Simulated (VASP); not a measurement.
Wanted: the native input for a VASP 6.6.1 run.

| Quantity | Value |
| --- | --- |
| Task | single point |
| Functional | PBE |
| Potentials or basis | VASP PAW PBE potentials, release 64 (Cs_sv) |
| Cutoff | 520 eV |
| k mesh | 6 × 6 × 6 |
| Occupations | gaussian, width 0.05 eV |
| Spin | no spin polarisation |
| Dipole correction | no |
| Further INCAR settings | ALGO = Normal; EDIFF = 1e-06; NBANDS = 10 |

The structure of Cs lies in POSCAR:

```
Cs
1.0
   -3.0335000000      3.0335000000      3.0335000000
    3.0335000000     -3.0335000000      3.0335000000
    3.0335000000      3.0335000000     -3.0335000000
Cs
1
Direct
    0.0000000000      0.0000000000      0.0000000000
```

One way to write it, as run:

INCAR

```
  PREC = Accurate
  ENCUT = 520
  EDIFF = 1E-6
  ISMEAR = 0
  SIGMA = 0.05
  LREAL = F
  LASPH = T
  NELM = 80
  ALGO = Normal
  ISIF = 2
  LWAVE = F
  LCHARG = F
  GGA = PE
  NBANDS = 10
```

KPOINTS

```
regular mesh
0
Gamma
  6 6 6
```

Potentials or basis: VASP PAW PBE potentials, release 64 (Cs_sv).

Run with:

```bash
$ cat potpaw_PBE.64/Cs_sv/POTCAR > POTCAR
$ mpirun -np 1 vasp_std > vasp.out
```

It gave:

- Pressure: 0.1 GPa
- Band gap on the k mesh: zero (an odd number of electrons rules out a gap without spin polarisation)

Caveat: spin-orbit coupling is left out, which moves the levels of the heavy elements.

It took 6.2 s on 1 thread of Intel(R) Xeon(R) 6975P-C (Granite Rapids), with other jobs on the host, peak memory 0.23 GiB.
